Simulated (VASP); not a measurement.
Runs of VASP 6.6.1 on BiTe. The structure is that of space group Fm-3m (No. 225), or close to it. The cells are those of the table. 

| cell | gap on the mesh (eV) | pressure (GPa) |
| --- | --- | --- |
| a = 4.552, b = 4.552, c = 4.529 Å, angles 60.2, 60.2, 59.7°, 2 atoms | none | -0.8 |
| a = 4.484, b = 4.484, c = 4.392 Å, angles 60.7, 60.7, 58.6°, 2 atoms | none | 3.0 |
| a = 4.529, b = 4.529, c = 4.483 Å, angles 60.3, 60.3, 59.3°, 2 atoms | none | (a) |
| a = 4.598, b = 4.598, c = 4.621 Å, angles 59.8, 59.8, 60.3°, 2 atoms | none | -2.6 |
| a = 4.507, b = 4.507, c = 4.438 Å, angles 60.5, 60.5, 59.0°, 2 atoms | none | 1.6 |
| a = 4.621, b = 4.621, c = 4.666 Å, angles 59.7, 59.7, 60.7°, 2 atoms | none | (b) |

Alike in all rows: task single point; level PBEsol; potentials or basis VASP PAW PBE potentials, release 64 (Bi_d, Te); no spin polarisation; k mesh 14 × 14 × 14; cutoff (eV) 520; smearing methfessel-paxton 0.1 eV.

Question: Estimate the missing entries.

Answer: (a) 0.3; (b) -3.4.

Caveats: the PAW data sets were made with another functional, which shifts forces and pressure a little; spin-orbit coupling is left out, which moves the levels of the heavy elements.

A k mesh can miss the band edges, and the runs leave out spin-orbit coupling on Bi, Te.

A gap of «none» marks levels without a gap at the run's occupations.
